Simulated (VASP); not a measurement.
Set up this calculation in VASP 6.6.1, as the native input.

* Task: single point
* Functional: PBE
* Potentials or basis: VASP PAW PBE potentials, release 64 (Cr_pv)
* Cutoff: 520 eV
* k mesh: 6 × 6 × 6
* Occupations: gaussian, width 0.1 eV
* Spin: collinear spin, antiferromagnetic start
* Starting moments: [-3.0, 3.0] μB
* Dipole correction: no
* Further INCAR settings: ALGO = Normal; EDIFF = 1e-06; NBANDS = 23

The structure of Cr lies in POSCAR:

```
Cr
1.0
    3.0831984781      0.0000000000      0.0000000000
    0.0000000000      3.0831984781      0.0000000000
    0.0000000000      0.0000000000      3.0831984781
Cr
2
Direct
    0.0000000000      0.0000000000      0.0000000000
    0.5000000000      0.5000000000      0.5000000000
```

These files were run (other wordings do the same):

INCAR

```
SYSTEM = Cr
ALGO     = Normal         ! electronic algorithm
EDIFF    = 1E-6           ! SCF threshold, eV
ENCUT    = 520            ! plane-wave cutoff, eV
GGA      = PE             ! functional
ISIF     = 2              ! what is computed and relaxed
ISMEAR   = 0              ! smearing method
ISPIN    = 2              ! spin polarisation
LASPH    = .True.         ! aspherical terms in the spheres
LCHARG   = .False.        ! write CHGCAR
LMAXMIX  = 4              ! l up to which the mixer works
LORBIT   = 11             ! projections on sites
LREAL    = .False.        ! projectors in reciprocal space
LWAVE    = .False.        ! write WAVECAR
MAGMOM   = -3 3           ! initial moments
NBANDS   = 23             ! bands
NELM     = 150            ! most SCF steps
PREC     = Accurate       ! precision mode
SIGMA    = 0.1            ! smearing width, eV
```

KPOINTS

```
k-points
0
Gamma
  6 6 6
  0 0 0
```

Potentials or basis: VASP PAW PBE potentials, release 64 (Cr_pv).

Launch:

```sh
$ cat potpaw_PBE.64/Cr_pv/POTCAR > POTCAR
$ mpirun -np 1 vasp_std > vasp.out
```

Results of the run:

```yaml
Pressure: -19.8 GPa
Band_gap_on_the_k_mesh: zero (filled and empty bands overlap)
Net_moment: 0.00 μB per cell
Site_moments: Cr -2.36, +2.36 μB
Valence_electrons_inside_the_program's_atomic_spheres: Cr 10.66
```

It took 9 s on 1 thread of Intel(R) Xeon(R) 6975P-C (Granite Rapids), on a shared host, peak memory 0.15 GiB.
